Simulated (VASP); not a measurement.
# NaF: single point with r2SCAN+rVV10

Crystal: NaF.

```xyz
2
Lattice="0.0000 2.2700 2.2700 2.2700 0.0000 2.2700 2.2700 2.2700 0.0000" Properties=species:S:1:pos:R:3 pbc="T T T"
Na    0.0000    0.0000    0.0000
F     2.2700    2.2700    2.2700
```

This cell differs from its parent crystal: volume scaled by 0.98.

- Program: VASP 6.6.1
- Task: single point
- Functional: r2SCAN
- Dispersion: rVV10
- Potentials or basis: VASP PAW PBE potentials, release 64 (Na_pv, F)
- Cutoff: 520 eV
- k mesh: 8 × 8 × 8
- Occupations: gaussian, width 0.05 eV
- Spin: no spin polarisation

```
Pressure               : 0.4 GPa
Band gap on the k mesh : 7.45 eV, direct
```

Levels at points of the mesh, in eV from the valence-band top:
```tsv
k point	band 5	band 6	band 7	band 8	band 9	band 10
(0.00, 0.00, 0.00)	0.00	0.00	0.00	7.45	20.16	20.16
(0.50, 0.00, 0.00)	-1.70	-0.30	-0.30	11.94	13.88	22.05
(0.50, 0.50, 0.00)	-1.37	-0.44	-0.44	14.03	14.52	15.43
```

Wall time 100 s on 1 thread of Intel Xeon 8259CL, with other jobs on the host, peak memory 0.21 GiB.

Caveat: the PAW data sets were made with another functional, which shifts forces and pressure a little.
